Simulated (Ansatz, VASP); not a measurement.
This is a calculation of GaN for Ansatz 0.2.0.

The input input.yaml:

```yaml
crystal:
  lattice:
    - [3.2745251067, 0.0, 0.0]
    - [-1.6372625534, 2.8358219278, 0.0]
    - [0.0, 0.0, 10.5599668638]
  atoms:
    - { symbol: Ga, position: [0.0, 0.0, 0.785868] }
    - { symbol: Ga, position: [0.6666666667, 0.3333333333, 0.037349] }
    - { symbol: Ga, position: [0.3333333333, 0.6666666667, 0.537349] }
    - { symbol: Ga, position: [0.0, 0.0, 0.285868] }
    - { symbol: "N", position: [0.0, 0.0, 0.093038] }
    - { symbol: "N", position: [0.6666666667, 0.3333333333, 0.343745] }
    - { symbol: "N", position: [0.0, 0.0, 0.593038] }
    - { symbol: "N", position: [0.3333333333, 0.6666666667, 0.843745] }
hamiltonian:
  xc: pbesol
  pseudopotentials: { kind: paw }
kpoints:
  mp_grid: { grid: [10, 10, 3] }
scf:
  occupations: { method: fermi_dirac, width: 0.05 }
output:
  forces: true
  stress: true
  eigenvalues: true
```

Potentials or basis: Ansatz PAW.

Run with:

```bash
$ ansatz run input.yaml --threads 4 --pin off --max-ram 11264MiB --backend cpu --events-out ev --progress --plain --runs-dir out
```

**Question.** Translate it to VASP 6.6.1. Potentials there: VASP PAW PBE potentials, release 64 (Ga_d, N).

**Answer.** As run (the cutoff follows the program's own potentials):

The input INCAR:

```
SYSTEM = GaN
  PREC = Accurate
  ENCUT = 520
  EDIFF = 1E-7
  ISMEAR = -1
  SIGMA = 0.05
  LREAL = .FALSE.
  LASPH = .TRUE.
  NELM = 80
  ALGO = Normal
  ISIF = 2
  LWAVE = .FALSE.
  LCHARG = .TRUE.
  GGA = PS
  LELF = .TRUE.
  LVHAR = .TRUE.
  NBANDS = 46
```

Contents of KPOINTS:

```
Automatic mesh
0
G
  10 10 3
  0 0 0
```

POSCAR

```
GaN
1.0
    3.2745251067      0.0000000000      0.0000000000
   -1.6372625534      2.8358219278      0.0000000000
    0.0000000000      0.0000000000     10.5599668638
Ga N
4 4
Direct
    0.0000000000      0.0000000000      0.7858680000
    0.6666666667      0.3333333333      0.0373490000
    0.3333333333      0.6666666667      0.5373490000
    0.0000000000      0.0000000000      0.2858680000
    0.0000000000      0.0000000000      0.0930380000
    0.6666666667      0.3333333333      0.3437450000
    0.0000000000      0.0000000000      0.5930380000
    0.3333333333      0.6666666667      0.8437450000
```

Potentials or basis: VASP PAW PBE potentials, release 64 (Ga_d, N).

Command:

```console
$ cat potpaw_PBE.64/Ga_d/POTCAR potpaw_PBE.64/N/POTCAR > POTCAR
$ mpirun -np 1 vasp_std > vasp.out
```

Both were run:

|  | VASP | Ansatz | Ansatz less VASP |
| --- | --- | --- | --- |
| gap on the k mesh at the Fermi level (eV) | 0.38 | 0.38 | -0.006 |
| least direct gap on the mesh (eV) | 0.38 | 0.38 | -0.006 |
| pressure (GPa) | -14.2 | -14.1 | +0.13 |
| traceless stress, the component that is largest in VASP (GPa) | 7.55 | 7.54 | -0.010 |
| rms of the force components (eV/Å) | 0.118 | 0.113 | -0.0054 |

VASP's potentials were made for PBE, not for PBEsol. Atom by atom the forces differ by 0.006 eV/Å (rms over components).

Noted on Ansatz's run: odd divisions of the mesh miss points on the zone boundary, where band edges often lie, so the gap on the mesh can be too wide.
